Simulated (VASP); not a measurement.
# Sr (Fm-3m) in VASP: further runs, part 2 of 2

VASP 6.6.1. The steps go on from the part before.

### Step 3. Single point, r2SCAN

This run uses another cell than the first one, of 57.00 Å³/atom.

POSCAR reads:

```
Sr
1.0
    0.0000000000      3.0544920072      3.0544920072
    3.0544920072      0.0000000000      3.0544920072
    3.0544920072      3.0544920072      0.0000000000
Sr
1
Direct
    0.0000000000      0.0000000000      0.0000000000
```

INCAR.step1 reads:

```
SYSTEM = Sr
PREC = Accurate
ENCUT = 520
ISMEAR = -1
SIGMA = 0.15
LREAL = .FALSE.
LASPH = .TRUE.
NELM = 60
NBANDS = 11
GGA = PE
ALGO = Normal
EDIFF = 1E-4
LWAVE = .TRUE.
LCHARG = .FALSE.
```

INCAR.step2 reads:

```
SYSTEM = Sr
PREC = Accurate
ENCUT = 520
EDIFF = 1E-6
ISMEAR = -1
SIGMA = 0.15
LREAL = .FALSE.
LASPH = .TRUE.
NELM = 60
ALGO = Normal
ISIF = 2
LWAVE = .FALSE.
LCHARG = .FALSE.
METAGGA = R2SCAN
LMIXTAU = .TRUE.
NBANDS = 11
ISTART = 1
```

KPOINTS reads:

```
Automatic mesh
0
G
  16 16 16
  0 0 0
```

Potentials or basis: VASP PAW PBE potentials, release 64 (Sr_sv).

The run is started by

```bash
> cat potpaw_PBE.64/Sr_sv/POTCAR > POTCAR
> cp INCAR.step1 INCAR
> mpirun -np 1 vasp_std > vasp.out
> cp INCAR.step2 INCAR
> mpirun -np 1 vasp_std > vasp.out
```

OUTCAR:

```text
SYSTEM = Sr
   PREC = Accurate
   ENCUT = 520
   EDIFF = 1E-6
   ISMEAR = -1
   LREAL = .FALSE.
   LASPH = .TRUE.
   NELM = 60
   ISIF = 2
   METAGGA = R2SCAN
   ISTART = 1

 ion  position               nearest neighbor table
   1  0.000  0.000  0.000-

  LATTYP: Found a face centered cubic cell.
 ALAT       =     6.1089840144

  Lattice vectors:

 A1 = (   0.0000000000,   3.0544920072,   3.0544920072)
 A2 = (   3.0544920072,   0.0000000000,   3.0544920072)
 A3 = (   3.0544920072,   3.0544920072,   0.0000000000)

Analysis of symmetry for initial positions (statically):
=====================================================================
 Subroutine PRICEL returns:
 Original cell was already a primitive cell.

 Routine SETGRP: Setting up the symmetry group for a
 face centered cubic supercell.

 Subroutine GETGRP returns: Found 48 space group operations
 (whereof 48 operations were pure point group operations)
 out of a pool of 48 trial point group operations.

The static configuration has the point symmetry O_h .

Analysis of symmetry for dynamics (positions and initial velocities):
=====================================================================
 Subroutine PRICEL returns:
 Original cell was already a primitive cell.

 Routine SETGRP: Setting up the symmetry group for a
 face centered cubic supercell.

 Subroutine GETGRP returns: Found 48 space group operations
 (whereof 48 operations were pure point group operations)
 out of a pool of 48 trial point group operations.

The dynamic configuration has the point symmetry O_h .

 Subroutine INISYM returns: Found 48 space group operations
 (whereof 48 operations are pure point group operations),
 and found     1 'primitive' translations

----------------------------------------------------------------------------------------

                                     Primitive cell

  volume of cell :      56.9963

  direct lattice vectors                    reciprocal lattice vectors
     0.000000000  3.054492007  3.054492007    -0.163693340  0.163693340  0.163693340
     3.054492007  0.000000000  3.054492007     0.163693340 -0.163693340  0.163693340
     3.054492007  3.054492007  0.000000000     0.163693340  0.163693340 -0.163693340

  length of vectors
     4.319704023  4.319704023  4.319704023     0.283525182  0.283525182  0.283525182

  position of ions in fractional coordinates (direct lattice)
     0.000000000  0.000000000  0.000000000

  ion indices of the primitive-cell ions
   primitive index   ion index
                 1           1

----------------------------------------------------------------------------------------

 KPOINTS: Automatic mesh

Automatic generation of k-mesh.
 Grid dimensions read from file:
 generate k-points for:   16   16   16

 Generating k-lattice:

  Cartesian coordinates                     Fractional coordinates (reciprocal lattice)
    -0.010230834  0.010230834  0.010230834     0.062500000  0.000000000  0.000000000
     0.010230834 -0.010230834  0.010230834     0.000000000  0.062500000  0.000000000
     0.010230834  0.010230834 -0.010230834     0.000000000  0.000000000  0.062500000

  Length of vectors
     0.017720324  0.017720324  0.017720324

  Shift w.r.t. Gamma in fractional coordinates (k-lattice)
     0.000000000  0.000000000  0.000000000

 Subroutine IBZKPT returns following result:
 ===========================================

 Found    145 irreducible k-points:

 Following reciprocal coordinates:
            Coordinates               Weight
  0.000000  0.000000  0.000000      1.000000
  0.062500  0.000000  0.000000      8.000000
  0.125000  0.000000  0.000000      8.000000
  0.187500  0.000000  0.000000      8.000000
  0.250000  0.000000  0.000000      8.000000
  0.312500  0.000000  0.000000      8.000000
[... 16 lines left out ...]
 -0.125000  0.062500  0.000000     24.000000
 -0.062500  0.062500  0.000000     12.000000
 [... further k-points ...]
   k-points           NKPTS =    145   k-points in BZ     NKDIM =    145   number of bands    NBANDS=     11
   number of dos      NEDOS =    301   number of ions     NIONS =      1
   total plane-waves  NPLWV =  32768
   dimension x,y,z NGX =    32 NGY =   32 NGZ =   32
   dimension x,y,z NGXF=    64 NGYF=   64 NGZF=   64
   ions per type =               1
   NGX,Y,Z   is equivalent  to a cutoff of  12.32, 12.32, 12.32 a.u.
   NGXF,Y,Z  is equivalent  to a cutoff of  24.63, 24.63, 24.63 a.u.
 SYSTEM =  Sr
   PREC   = accura    normal or accurate (medium, high low for compatibility)
   ISTART =      1    job   : 0-new  1-cont  2-samecut
   ICHARG =      0    charge: 1-file 2-atom 10-const
   ISPIN  =      1    spin polarized calculation?
   LNONCOLLINEAR =      F non collinear calculations
   LSORBIT =      F    spin-orbit coupling
   LASPH  =      T    aspherical Exc in radial PAW
   ENCUT  =  520.0 eV  38.22 Ry    6.18 a.u.   8.03  8.03  8.03*2*pi/ulx,y,z
   NELM   =     60;   NELMIN=  2; NELMDL=  0     # of ELM steps
   EDIFF  = 0.1E-05   stopping-criterion for ELM
   LREAL  =      F    real-space projection
   EDIFFG = 0.1E-04   stopping-criterion for IOM
   NSW    =      0    number of steps for IOM
   IBRION =     -1    ionic relax: 0-MD 1-quasi-New 2-CG
   NFREE  =      0    steps in history (QN), initial steepest desc. (CG)
   ISIF   =      2    stress and relaxation
   ISYM   =      2    0-nonsym 1-usesym 2-fastsym
   POTIM  = 0.5000    time-step for ionic-motion
   TEBEG  =    0.0;   TEEND  =   0.0 temperature during run
   PSTRESS=    0.0 pullay stress
   NELECT =      10.0000    total number of electrons
   NUPDOWN=      -1.0000    fix difference up-down
   EMIN   =  10.00;   EMAX   =-10.00  energy-range for DOS
   EFERMI =   0.00;   METHOD = LEGACY
   ISMEAR =    -1;   SIGMA  =   0.15  broadening in eV -4-tet -1-fermi 0-gaus
   EFERMI_NEDOS =   21; number of points for ismear=-14 and -15
   IALGO  =     38    algorithm
   IMIX   =      4    mixing-type and parameters
     AMIX     =   0.40;   BMIX     =  1.00
     AMIX_MAG =   1.60;   BMIX_MAG =  1.00
  volume/ion in A,a.u.               =      57.00       384.63
  Fermi-wavevector in a.u.,A,eV,Ry     =   0.916486  1.731907 11.428167  0.839947
  Thomas-Fermi vector in A             =   2.041347
   LORBIT       =      0    0 simple, 1 ext, 2 COOP (PROOUT), +10 PAW based schemes
   METAGGA = R2SCAN    functional components
   LHFCALC =     F    Hartree Fock is set to
   AEXX    =    0.0000 exact exchange contribution
   IVDW    =     0    specifies the selected vdW correction
   LEPSILON=     F    determine dielectric tensor
   LRPA    =     F    only Hartree local field effects (RPA)
 non-spin polarized calculation
  energy-cutoff  :      520.00
  volume of cell :       57.00
 maximum number of plane-waves:      1572
   NGX = 17   NGY = 17   NGZ = 17

 number of electron      10.0000000 magnetization

 Free energy of the ion-electron system (eV)
  ---------------------------------------------------
  ext. energy  EPLUGINS =         0.00000000
  ---------------------------------------------------
  free energy    TOTEN  =       -15.14619336 eV

  energy without entropy =      -15.05536343  energy(sigma->0) =      -15.10077840

 E-fermi :   1.4529     XC(G=0):  -7.6787

 val. band max:        1.4509947968   @ k =  -0.4375   0.1250   0.0000
 cond. band min:       1.4564170702   @ k =  -0.4375   0.1875   0.0625
 fundamental gap:      0.0054222734
 Fermi energy:         1.4528611943

 k-point     1 :       0.0000    0.0000    0.0000
  band No.  band energies     occupation
      1     -36.6009      2.00000
      2     -17.8655      2.00000
      3     -17.8655      2.00000
      4     -17.8655      2.00000
      5      -2.2967      2.00000
      6       4.1474      0.00000
      7       4.1474      0.00000
      8       4.1474      0.00000
      9       5.6468      0.00000
     10       5.6468      0.00000
     11       8.8988      0.00000

 k-point     2 :       0.0625    0.0000    0.0000
  band No.  band energies     occupation
      1     -36.6004      2.00000
      2     -17.8726      2.00000
      3     -17.8665      2.00000
      4     -17.8665      2.00000
      5      -2.2324      2.00000
      6       4.0335      0.00000
      7       4.1783      0.00000
      8       4.1783      0.00000
      9       5.6019      0.00000
     10       5.6019      0.00000
     11       9.0757      0.00000
[... 295 lines left out ...]
 k-point    24 :      -0.0625    0.0625    0.0000
  band No.  band energies     occupation
      1     -36.5996      2.00000
      2     -17.8825      2.00000
      3     -17.8706      2.00000
      4     -17.8668      2.00000
      5      -2.1262      2.00000
      6       3.8710      0.00000
      7       4.2053      0.00000
      8       4.2374      0.00000
      9       5.4449      0.00000
     10       5.6293      0.00000
     11       9.3469      0.00000

 [... further k-points ...]
[... 5 lines left out ...]
  --------------------------------------------------------------------------------------
  -------------------------------------------------------------------------------------
  Total        0.0053450      0.0053450      0.0053450     -0.0000000      0.0000000     -0.0000000
  in kB        0.1502485      0.1502485      0.1502485     -0.0000000      0.0000000     -0.0000000
  external PRESSURE =       0.1502485 kB  Pullay stress =       0.0000000 kB

 VOLUME and BASIS-vectors are now :
 -----------------------------------------------------------------------------
  energy-cutoff  :      520.00
  volume of cell :       57.00
      direct lattice vectors                 reciprocal lattice vectors
     0.000000000  3.054492007  3.054492007    -0.163693340  0.163693340  0.163693340
     3.054492007  0.000000000  3.054492007     0.163693340 -0.163693340  0.163693340
     3.054492007  3.054492007  0.000000000     0.163693340  0.163693340 -0.163693340

 POSITION                                       TOTAL-FORCE (eV/Angst)
 -----------------------------------------------------------------------------------
      0.00000      0.00000      0.00000         0.000000     -0.000000     -0.000000
 -----------------------------------------------------------------------------------
    total drift:                                0.000000      0.000000      0.000000

  FREE ENERGIE OF THE ION-ELECTRON SYSTEM (eV)
  ---------------------------------------------------
  free  energy   TOTEN  =       -15.1461933608 eV

  energy  without entropy=      -15.0553634341  energy(sigma->0) =      -15.10077840
```

OUTCAR.step1:

```text
SYSTEM = Sr
   PREC = Accurate
   ENCUT = 520
   ISMEAR = -1
   LREAL = .FALSE.
   LASPH = .TRUE.
[... 552 lines left out ...]
 -----------------------------------------------------------------------------------
      0.00000      0.00000      0.00000         0.000000      0.000000     -0.000000
 -----------------------------------------------------------------------------------
    total drift:                                0.000000      0.000000     -0.000000

  FREE ENERGIE OF THE ION-ELECTRON SYSTEM (eV)
  ---------------------------------------------------
  free  energy   TOTEN  =        -1.6841826110 eV

  energy  without entropy=       -1.5860361320  energy(sigma->0) =       -1.63510937
```

OSZICAR.step1:

```text
N       E                     dE             d eps       ncg     rms          rms(c)
DAV:   1     0.357045814660E+02    0.35705E+02   -0.47680E+03  3190   0.783E+02
DAV:   2     0.356287766650E-01   -0.35669E+02   -0.34950E+02  3710   0.150E+02
DAV:   3    -0.160505461471E+01   -0.16407E+01   -0.16215E+01  4768   0.236E+01
DAV:   4    -0.167903333656E+01   -0.73979E-01   -0.73771E-01  4134   0.455E+00
DAV:   5    -0.168075600034E+01   -0.17227E-02   -0.17225E-02  4537   0.527E-01    0.112E+01
DAV:   6    -0.168275428811E+01   -0.19983E-02   -0.70806E-03  3753   0.953E-01    0.629E+00
DAV:   7    -0.168417005197E+01   -0.14158E-02   -0.11991E-02  3442   0.124E+00    0.300E-01
DAV:   8    -0.168416057011E+01    0.94819E-05   -0.14089E-03  4831   0.225E-01    0.765E-02
DAV:   9    -0.168418261097E+01   -0.22041E-04   -0.24693E-05  2198   0.402E-02
   1 F= -.16841826E+01 E0= -.16351094E+01  d E =-.981465E-01
```

Wall time 7.3 min (1 thread of Oxide Virtual Turin-like, shared host); peak memory 0.21 GiB.

Results:

| Quantity | Value |
| --- | --- |
| Free energy | -15.1462 eV |
| Pressure | 0.0 GPa |
| Band gap on the k mesh | zero (bands 5 and 6 overlap by 0.20 eV) |

Caveat: the PAW data sets were made with another functional, which shifts forces and pressure a little.

### Step 4. Relaxation of cell and atoms, r2SCAN

This run uses another cell than the first one, of 55.83 Å³/atom.

POSCAR reads:

```
Sr
1.0
    0.0000000000      3.0336031300      3.0336031300
    3.0336031300      0.0000000000      3.0336031300
    3.0336031300      3.0336031300      0.0000000000
Sr
1
Direct
    0.0000000000      0.0000000000      0.0000000000
```

INCAR.step1 reads:

```
ALGO = Normal
EDIFF = 1E-4
ENCUT = 600
GGA = PE
ISMEAR = 0
LASPH = T
LCHARG = F
LREAL = F
LWAVE = T
NELM = 80
PREC = Accurate
SIGMA = 0.1
```

INCAR.step2 reads:

```
ALGO = Normal
EDIFF = 1E-6
EDIFFG = -0.002
ENCUT = 600
IBRION = 2
ISIF = 3
ISMEAR = 0
ISTART = 1
LASPH = T
LCHARG = F
LMIXTAU = T
LREAL = F
LWAVE = F
METAGGA = R2SCAN
NELM = 80
NSW = 100
PREC = Accurate
SIGMA = 0.1
```

KPOINTS reads:

```
k-points
0
Gamma
  16 16 16
```

The run is started by

```bash
> cat potpaw_PBE.64/Sr_sv/POTCAR > POTCAR
> cp INCAR.step1 INCAR
> mpirun -np 1 vasp_std > vasp.out
> cp INCAR.step2 INCAR
> mpirun -np 1 vasp_std > vasp.out
```

Wall time 29 min (1 thread of Oxide Virtual Turin-like, shared host); peak memory 0.26 GiB.

It converged, with:

* Free energy: -15.1023 eV
* Relaxed volume: 56.82 Å³/atom
* Relaxed cell: a = 4.315 Å, b = 4.315 Å, c = 4.315 Å, α = 60.00°, β = 60.00°, γ = 60.00°
* Space group after relaxing (to 0.1 Å): Fm-3m (No. 225)
* Energy gained by relaxing: 0.6 meV/atom
* Ionic steps: 4
* Pressure after relaxing: 0.0 GPa
* Band gap on the k mesh: zero (bands 5 and 6 overlap by 0.19 eV)

Step by step:
| step | energy change (eV) | largest force (eV/Å) | pressure (GPa) | volume (Å³) |
| --- | --- | --- | --- | --- |
| 1 | 0.0000 | 0.0000 | 0.22 | 55.83 |
| 2 | -0.0006 | 0.0000 | 0.08 | 56.45 |
| 3 | -0.0006 | 0.0000 | -0.05 | 57.05 |
| 4 | -0.0006 | 0.0000 | 0.00 | 56.82 |

Final structure:
```
CELL_PARAMETERS angstrom
0.00000 3.05142 3.05142
3.05142 0.00000 3.05142
3.05142 3.05142 0.00000
ATOMIC_POSITIONS crystal
Sr 0.00000 0.00000 0.00000
```

Levels at points of the mesh, in eV from the Fermi level:
```csv
k point,band 1,band 2,band 3,band 4,band 5,band 6,band 7,band 8,band 9
"(0.00, 0.00, 0.00)",-38.08,-19.34,-19.34,-19.34,-3.78,2.68,2.68,2.68,4.17
"(0.50, 0.00, 0.00)",-38.06,-19.52,-19.37,-19.37,-1.04,-0.06,2.48,2.48,5.22
"(0.50, 0.50, 0.00)",-38.06,-19.51,-19.41,-19.41,-0.55,0.53,0.98,5.22,5.52
```

Caveat: the PAW data sets were made with another functional, which shifts forces and pressure a little.

### Step 5. Overview

```tsv
task	cell	cutoff (eV)	smearing	gap on the mesh (eV)	pressure (GPa)
single point	a = 4.314 Å, angles 60.0°, 1 atom	520	gaussian 0.1 eV	none	0.0
single point	a = 4.320 Å, angles 60.0°, 1 atom	520	fermi-dirac 0.15 eV	none	0.0
relaxation of cell and atoms	relaxed from a = 4.290 Å, angles 60.0°, 1 atom	600	gaussian 0.1 eV	none	0.0
```

Alike in all rows: level r2SCAN; potentials or basis VASP PAW PBE potentials, release 64 (Sr_sv); no spin polarisation; k mesh 16 × 16 × 16.

Caveats: the PAW data sets were made with another functional, which shifts forces and pressure a little.

Total energies depend on the potentials used, so only differences within one code and one set of settings carry meaning.
